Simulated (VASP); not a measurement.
A run of VASP 6.6.1 is set up as follows.

The input INCAR:

```
SYSTEM = Ti
PREC = Accurate ; ENCUT = 520
EDIFF = 1E-6 ; ISMEAR = -1
SIGMA = 0.06122561905347299 ; LREAL = .FALSE.
LASPH = .TRUE. ; NELM = 80
ALGO = Normal ; ISIF = 2
LWAVE = .FALSE. ; LCHARG = .TRUE.
GGA = PE ; LELF = .TRUE.
LVHAR = .TRUE. ; NBANDS = 12
```

The input KPOINTS:

```
regular mesh
0
G
  23 23 23
  0 0 0
```

POSCAR

```
Ti
1.0
    0.0000000000      2.0145830510      2.0145830510
    2.0145830510      0.0000000000      2.0145830510
    2.0145830510      2.0145830510      0.0000000000
Ti
1
Direct
    0.0000000000      0.0000000000      0.0000000000
```

Potentials or basis: VASP PAW PBE potentials, release 64 (Ti_sv).

The run is started by

```sh
$ cat potpaw_PBE.64/Ti_sv/POTCAR > POTCAR
$ mpirun -np 1 vasp_std > vasp.out
```

(1) What does it give for the band gap on the k mesh?

(2) Estimate the pressure.

Results:

(1) zero (band 6 reaches 9.79 eV, above the bottom of band 7 at 8.42 eV).

(2) 7.0 GPa.
